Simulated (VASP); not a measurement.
Here is a VASP 6.6.1 calculation.

The input INCAR:

```
PREC = Accurate ; ENCUT = 500
EDIFF = 1E-6 ; ISMEAR = 0
SIGMA = 0.1 ; LREAL = False
LASPH = True ; NELM = 200
ALGO = Normal ; ISIF = 2
LWAVE = False ; LCHARG = False
ISPIN = 2 ; MAGMOM = 1.03 1.03
LORBIT = 11 ; GGA = PE
NBANDS = 12 ; GGA_COMPAT = False
```

KPOINTS

```
Automatic mesh
0
Gamma
  3 3 4
```

POSCAR

```
H
1.0
    5.1702470185      0.0000000000      0.0000000000
   -2.5851235093      4.4775652619      0.0000000000
    0.0000000000      0.0000000000      3.8495250000
H
2
Direct
    0.7613333333      1.3466666667      0.6360000000
    1.0946666667      1.0133333333      1.1360000000
```

Potentials or basis: VASP PAW PBE potentials, release 64 (H).

Run with:

```bash
$ cat potpaw_PBE.64/H/POTCAR > POTCAR
$ mpirun -np 1 vasp_std > vasp.out
```

Q: What does it give for the site moments?

A: H +0.38 μB.

Q: Estimate the band gap on the k mesh.

A: 6.61 eV (least direct gap 7.32 eV).

Caveat: the k points lie up to 0.47 Å⁻¹ apart; the atoms stand far beyond bonding distance. A k mesh can miss the band edges.
